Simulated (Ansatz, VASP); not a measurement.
# Two plane-wave programs on B3P

```xyz
4
Lattice="2.7408 0.0000 0.0000 -1.3704 2.3736 0.0000 0.0000 0.0000 8.7147" Properties=species:S:1:pos:R:3 pbc="T T T"
B     0.0000    0.0000    4.3574
B     1.3704    0.7912    2.2836
B     1.3704    0.7912    6.4312
P     0.0000    0.0000    0.0000
```

Change from the starting cell: species swapped into the TbZr3 type (P-6m2, No. 187).

Alike in both runs: task relaxation of cell and atoms; functional PBE; k mesh 6 × 6 × 2; occupations gaussian, width 0.1 eV; no spin polarisation.

|  | VASP | Ansatz |
| --- | --- | --- |
| version | VASP 6.6.1 | Ansatz 0.2.0 |
| potentials or method | VASP PAW PBE potentials, release 64 (B, P), cutoff 500 eV | scalar-relativistic, plane waves, PAW |
| valence electrons in the cell | 14 | 14 |

|  | VASP | Ansatz | Ansatz less VASP |
| --- | --- | --- | --- |
| gap on the k mesh at the Fermi level, each at its own relaxed structure (eV) | none | none | - |
| relaxed volume (Å³/atom) | 8.73 | 8.73 | -0.001 |
| relaxed cell length with the largest relative difference (Å) | 5.070 | 5.069 | -0.0007 |

A gap of «none» marks a metal or a gap that the smearing closes.

The k mesh is coarse, so the values compare programs but aren't converged. Noted on VASP's run: the volume moved by over 15 % at a fixed basis, so the end points are rough.
